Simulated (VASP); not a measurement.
Set up this calculation in VASP 6.6.1, as the native input.

```yaml
Task: single point
Functional: PBE
Potentials_or_basis: VASP PAW PBE potentials, release 64 (Br)
Cutoff: 520 eV
k_mesh: 20 × 20 × 20
Occupations: fermi-dirac, width 0.0612256 eV
Spin: no spin polarisation
Dipole_correction: no
Further_INCAR_settings: ALGO = Normal; EDIFF = 1e-06; NBANDS = 10
```

The structure of Br lies in POSCAR:

```
Br
1.0
    0.0000000000      2.4099958334      2.4099958334
    2.4099958334      0.0000000000      2.4099958334
    2.4099958334      2.4099958334      0.0000000000
Br
1
Direct
    0.0000000000      0.0000000000      0.0000000000
```

The input as run:

INCAR

```
PREC = Accurate
ENCUT = 520
EDIFF = 1E-6
ISMEAR = -1
SIGMA = 0.06122561905347299
LREAL = False
LASPH = True
NELM = 100
ALGO = Normal
ISIF = 2
LWAVE = False
LCHARG = False
GGA = PE
NBANDS = 10
```

KPOINTS

```
Automatic mesh
0
Gamma
  20 20 20
```

Potentials or basis: VASP PAW PBE potentials, release 64 (Br).

The run is started by

```console
$ cat potpaw_PBE.64/Br/POTCAR > POTCAR
$ mpirun -np 1 vasp_std > vasp.out
```

Results of the run:

```json
{
 "Pressure": "-1.4 GPa"
}
```

Caveat: an odd number of electrons without spin polarisation forces a metal; a magnetic or distorted state may lie lower.

It took 30 s on 1 thread of AMD EPYC 9R45 96-Core Processor (Zen 5), on a shared host, peak memory 0.17 GiB.
